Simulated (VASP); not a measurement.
A run of VASP 6.6.1:

INCAR

```
SYSTEM = SiNi3
PREC = Accurate
ENCUT = 520
EDIFF = 1E-6
ISMEAR = 0
SIGMA = 0.1
LREAL = .False.
LASPH = .True.
NELM = 60
ALGO = Fast
ISIF = 2
LWAVE = .False.
LCHARG = .False.
GGA = PE
NBANDS = 25
```

File KPOINTS:

```
Automatic mesh
0
Gamma
  14 14 14
  0 0 0
```

The input POSCAR:

```
SiNi3
1.0
    3.6114474376      0.0000000000      0.0000000000
    0.0000000000      3.6114474376      0.0000000000
    0.0000000000      0.0000000000      3.3958618970
Si Ni
1 3
Direct
    0.0000000000      0.0000000000      0.0000000000
    0.0000000000      0.5000000000      0.5000000000
    0.5000000000      0.0000000000      0.5000000000
    0.5000000000      0.5000000000      0.0000000000
```

Potentials or basis: VASP PAW PBE potentials, release 64 (Si, Ni).

Command:

```bash
$ cat potpaw_PBE.64/Si/POTCAR potpaw_PBE.64/Ni/POTCAR > POTCAR
$ mpirun -np 1 vasp_std > vasp.out
```

Hardware: 1 thread of Intel(R) Xeon(R) 6975P-C (Granite Rapids) (shared host).

Question: How long does it take, and how much memory?

Answer: Wall time 2.4 min on 1 thread of Intel(R) Xeon(R) 6975P-C (Granite Rapids), with other jobs on the host, peak memory 0.35 GiB. Counts: scf iterations 16, k points 288.
